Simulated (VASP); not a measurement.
Write the native input for VASP 6.6.1 that does the following.

* Task: single point
* Functional: BLYP
* Potentials or basis: VASP PAW PBE potentials, release 64 (Cs_sv, Li_sv, Cr_pv, Te, S)
* Cutoff: 520 eV
* k mesh: 6 × 6 × 1
* Occupations: fermi-dirac, width 0.05 eV
* Spin: collinear spin, ferromagnetic start
* Starting moments: [0.0, 0.0, 3.0, 3.0, 0.0, 0.0, 0.0, 0.0, 0.0] μB
* Dipole correction: no
* Further INCAR settings: ALGO = Normal; EDIFF = 1e-06; NBANDS = 47

The structure of CsLiCr2Te2S3 lies in POSCAR:

```
CsLiCr2Te2S3
1.0
    3.7060491829      0.0000000000      0.0000000000
   -1.8530245914      3.2095327400      0.0000000000
    0.0000000000      0.0000000000     21.5348563956
Cs Li Cr Te S
1 1 2 2 3
Direct
    0.0000000000      0.0000000000      0.3473950608
    0.6666666667      0.3333333333      0.0252647968
    0.0000000000      0.0000000000      0.8903492664
    0.3333333333      0.6666666667      0.1624557693
    0.3333333333      0.6666666667      0.4963569733
    0.6666666667      0.3333333333      0.8081850718
    0.0000000000      0.0000000000      0.1018522598
    0.3333333333      0.6666666667      0.9469113802
    0.6666666667      0.3333333333      0.2212394215
```

These files were run (other wordings do the same):

INCAR

```
SYSTEM = CsLiCr2Te2S3
AGGAC = 1.0
AGGAX = 1.0
ALDAC = 0.0
ALDAX = 1.0
ALGO = Normal
EDIFF = 1E-6
ENCUT = 520
GGA = B5
ISIF = 2
ISMEAR = -1
ISPIN = 2
LASPH = .TRUE.
LCHARG = .FALSE.
LMAXMIX = 4
LORBIT = 11
LREAL = .FALSE.
LWAVE = .FALSE.
MAGMOM = 0 0 3 3 0 0 0 0 0
NBANDS = 47
NELM = 150
PREC = Accurate
SIGMA = 0.05
```

KPOINTS

```
k-points
0
G
  6 6 1
  0 0 0
```

Potentials or basis: VASP PAW PBE potentials, release 64 (Cs_sv, Li_sv, Cr_pv, Te, S).

The run is started by

```bash
$ cat potpaw_PBE.64/Cs_sv/POTCAR potpaw_PBE.64/Li_sv/POTCAR potpaw_PBE.64/Cr_pv/POTCAR potpaw_PBE.64/Te/POTCAR potpaw_PBE.64/S/POTCAR > POTCAR
$ mpirun -np 1 vasp_std > vasp.out
```

It gave:

```json
{"Largest force": "0.030 eV/Å", "Net moment": "5.68 μB per cell", "Site moments": "Cs +0.00; Li -0.00; Cr +2.85, +2.95; Te -0.00, -0.17; S -0.06, -0.07 (each value once) μB", "Valence electrons inside the program's atomic spheres": "Cs 6.64; Li 2.04; Cr 10.57, 10.49; Te 3.27, 3.40; S 3.76"}
```

Caveat: the PAW data sets were made with another functional, which shifts forces and pressure a little; the run started ferromagnetic, and an antiferromagnetic order may lie lower in energy.

It took 5 min on 1 thread of Intel(R) Xeon(R) Platinum 8488C (Sapphire Rapids), on a shared host, peak memory 0.52 GiB.
